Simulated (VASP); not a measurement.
Sc: single point with PBEsol

Sc:

```
Sc
1.0
     3.30880    0.00000    0.00000
    -1.65440    2.86550    0.00000
     0.00000    0.00000    5.29434
Sc
2
Direct
  0.33333 0.66667 0.25000
  0.66667 0.33333 0.75000
```

This cell differs from its parent crystal: strain +0.0050 x Voigt [0, 0, 1, 0, 0, 0].

| Quantity | Value |
| --- | --- |
| Program | VASP 6.6.1 |
| Task | single point |
| Functional | PBEsol |
| Potentials or basis | VASP PAW PBE potentials, release 64 (Sc_sv) |
| Cutoff | 520 eV |
| k mesh | 18 × 18 × 10 |
| Occupations | gaussian, width 0.15 eV |
| Spin | no spin polarisation |
| Dipole correction | no |
| Further INCAR settings | ALGO = Fast; EDIFF = 1e-07; NBANDS = 18 |

```yaml
Pressure: -3.0 GPa
Band_gap_on_the_k_mesh: zero (band 11 reaches 4.34 eV, above the bottom of band 12 at 3.01 eV)
```

Stress tensor (GPa, compression positive):
```
-2.34  0.00  0.00
 0.00 -2.34  0.00
 0.00  0.00 -4.26
```

Levels at points of the mesh, in eV from the Fermi level:
```
           k point  band 8  band 9  band 10  band 11  band 12  band 13  band 14  band 15
(0.00, 0.00, 0.00)  -27.76   -5.11    -1.68     0.39     1.59     1.59     1.67     1.99
(0.50, 0.00, 0.00)  -27.81   -1.59    -1.03    -0.68    -0.28     1.18     1.41     1.72
(0.00, 0.00, 0.50)  -27.80   -3.64    -3.64     0.86     0.86     1.53     1.53     1.53
(0.50, 0.00, 0.50)  -27.86   -1.46    -1.46     0.04     0.04     1.23     1.23     2.38
```

Run time: 4.7 min on 1 thread of Intel(R) Xeon(R) Platinum 8259CL CPU @ 2.50GHz (Skylake/Cascade Lake), on a shared host, peak memory 0.3 GiB.

Caveat: the cell differs from its parent crystal (strain +0.0050 x Voigt [0, 0, 1, 0, 0, 0]); the PAW data sets were made with another functional, which shifts forces and pressure a little.
